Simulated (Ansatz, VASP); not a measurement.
# One calculation of PbF2, two programs

The input POSCAR:

```
PbF2
1.0
    5.8916182805      0.0000000000      0.0000000000
    0.0000000000      2.9458159531      2.9458164116
    0.0000000000     -2.9458159531      2.9458164116
Pb F
2 4
Direct
    0.5000000000      0.9699092213      0.9699092213
    0.0000000000      0.4699092213      0.4699092213
    0.7500052181      0.9699224599      0.4699213186
    0.2499947819      0.4699213186      0.9699224599
    0.7499947819      0.4699224599      0.9699213186
    0.2500052181      0.9699213186      0.4699224599
```

INCAR.step1

```
  ALGO = Normal
  EDIFF = 1E-4
  ENCUT = 520
  GGA = PE
  ISMEAR = 0
  LASPH = T
  LCHARG = F
  LREAL = F
  LWAVE = T
  NBANDS = 37
  NELM = 100
  PREC = Accurate
  SIGMA = 0.01
```

File INCAR.step2:

```
  ALGO = Normal
  EDIFF = 1E-7
  ENCUT = 520
  ISIF = 2
  ISMEAR = 0
  ISTART = 1
  LASPH = T
  LCHARG = F
  LMIXTAU = T
  LREAL = F
  LWAVE = F
  METAGGA = R2SCAN
  NBANDS = 37
  NELM = 100
  PREC = Accurate
  SIGMA = 0.01
```

File KPOINTS:

```
k-points
0
Gamma
  4 6 6
```

Input for Ansatz:

```yaml
crystal:
  lattice:
    - [5.8916182805, 0.0, 0.0]
    - [0.0, 2.9458159531, 2.9458164116]
    - [0.0, -2.9458159531, 2.9458164116]
  atoms:
    - { symbol: Pb, position: [0.5, 0.9699092213, 0.9699092213] }
    - { symbol: Pb, position: [0.0, 0.4699092213, 0.4699092213] }
    - { symbol: F, position: [0.7500052181, 0.9699224599, 0.4699213186] }
    - { symbol: F, position: [0.2499947819, 0.4699213186, 0.9699224599] }
    - { symbol: F, position: [0.7499947819, 0.4699224599, 0.9699213186] }
    - { symbol: F, position: [0.2500052181, 0.9699213186, 0.4699224599] }
kpoints:
  mp_grid: { grid: [4, 6, 6] }
  band_path:
    path:
      - [0.0, 0.0, 0.0]
      - [0.0, 0.5000003595, -0.5000003595]
      - [0.2499996016, 0.6250004688, -0.3750002502]
      - [0.7499988047, 0.3750002696, -0.3750002696]
      - [0.4999992032, 0.5000003984, 3.89e-08]
      - [0.4999992032, 0.5000003595, -0.5000003595]
      - [0.0, 0.4500003236, -0.4500003236]
    npoints: 1
hamiltonian:
  xc: r2scan
scf:
  occupations: { method: fixed }
  n_extra_bands: 5
output:
  forces: true
  stress: true
  eigenvalues: true
```

Alike in both runs: task single point; functional r2SCAN; k mesh 4 × 6 × 6; no spin polarisation.

|  | VASP | Ansatz |
| --- | --- | --- |
| version | VASP 6.6.1 | Ansatz 0.2.0 |
| potentials or method | VASP PAW PBE potentials, release 64 (Pb_d, F) | plane waves, PAW |
| plane-wave cutoff (eV) | 520 | 500 |
| occupations | gaussian, width 0.01 eV | fixed |
| valence electrons in the cell | 56 | 56 |

```tsv
	VASP	Ansatz	Ansatz less VASP
gap on the k mesh at the Fermi level (eV)	4.93	4.92	-0.001
pressure (GPa)	1.1	1.2	+0.08
```

VASP's potentials were made for PBE, not for r2SCAN. Ansatz's warnings: near symmetry operation missed by atoms, structure snapped to symmetry, symmetry narrowed to a group.

Neither program's run includes spin-orbit coupling.
